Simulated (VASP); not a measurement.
Here is a VASP 6.6.1 calculation.

File INCAR:

```
PREC     = Accurate       # precision mode
ENCUT    = 520            # plane-wave cutoff, eV
EDIFF    = 1E-6           # SCF threshold, eV
ISMEAR   = 0              # smearing method
SIGMA    = 0.016          # smearing width, eV
LREAL    = False          # projectors in reciprocal space
LASPH    = True           # aspherical terms in the spheres
NELM     = 60             # most SCF steps
ALGO     = Normal         # electronic algorithm
ISIF     = 2              # what is computed and relaxed
LWAVE    = False          # write WAVECAR
LCHARG   = True           # write CHGCAR
GGA      = PE             # functional
LELF     = True           # ELF
LVHAR    = True         
NBANDS   = 15             # bands
```

Contents of KPOINTS:

```
regular mesh
0
Gamma
  10 10 10
```

Contents of POSCAR:

```
CaO
1.0
    0.0000000000      2.4035556960      2.4035556960
    2.4035556960      0.0000000000      2.4035556960
    2.4035556960      2.4035556960      0.0000000000
Ca O
1 1
Direct
    0.0000000000      0.0000000000      0.0000000000
    0.5000000000      0.5000000000      0.5000000000
```

Potentials or basis: VASP PAW PBE potentials, release 64 (Ca_sv, O).

Command:

```sh
$ cat potpaw_PBE.64/Ca_sv/POTCAR potpaw_PBE.64/O/POTCAR > POTCAR
$ mpirun -np 1 vasp_std > vasp.out
```

What does it give for the band gap on the k mesh?

3.64 eV, indirect (least direct gap 4.01 eV).

Estimate the pressure.

2.2 GPa.

A k mesh can miss the band edges. A hybrid or GW would open this gap; PBE tends to underestimate it.
